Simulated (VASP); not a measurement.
Here is a VASP 6.6.1 calculation.

The input INCAR:

```
PREC = Accurate ; ENCUT = 520
EDIFF = 1E-6 ; ISMEAR = -1
SIGMA = 0.05 ; LREAL = False
LASPH = True ; NELM = 150
ALGO = Normal ; ISIF = 2
LWAVE = False ; LCHARG = True
ISPIN = 2 ; MAGMOM = 2.267
LORBIT = 11 ; LMAXMIX = 4
GGA = B5 ; ALDAX = 1.0
AGGAX = 1.0 ; AGGAC = 1.0
ALDAC = 0.0 ; LELF = True
LVHAR = True ; NBANDS = 14
```

The input KPOINTS:

```
Automatic mesh
0
Gamma
  25 25 25
```

File POSCAR:

```
Fe
1.0
   -1.4180446604      1.4180446604      1.4180446604
    1.4180446604     -1.4180446604      1.4180446604
    1.4180446604      1.4180446604     -1.4180446604
Fe
1
Direct
    0.0000000000      0.0000000000      0.0000000000
```

Potentials or basis: VASP PAW PBE potentials, release 64 (Fe).

The run is started by

```sh
$ cat potpaw_PBE.64/Fe/POTCAR > POTCAR
$ mpirun -np 1 vasp_std > vasp.out
```

Q: Estimate the pressure.

A: 7.5 GPa.

Q: Predict the site moments.

A: Fe +2.15 μB.

Q: What does it give for the net moment?

A: 2.16 μB per cell.

Caveat: the PAW data sets were made with another functional, which shifts forces and pressure a little.
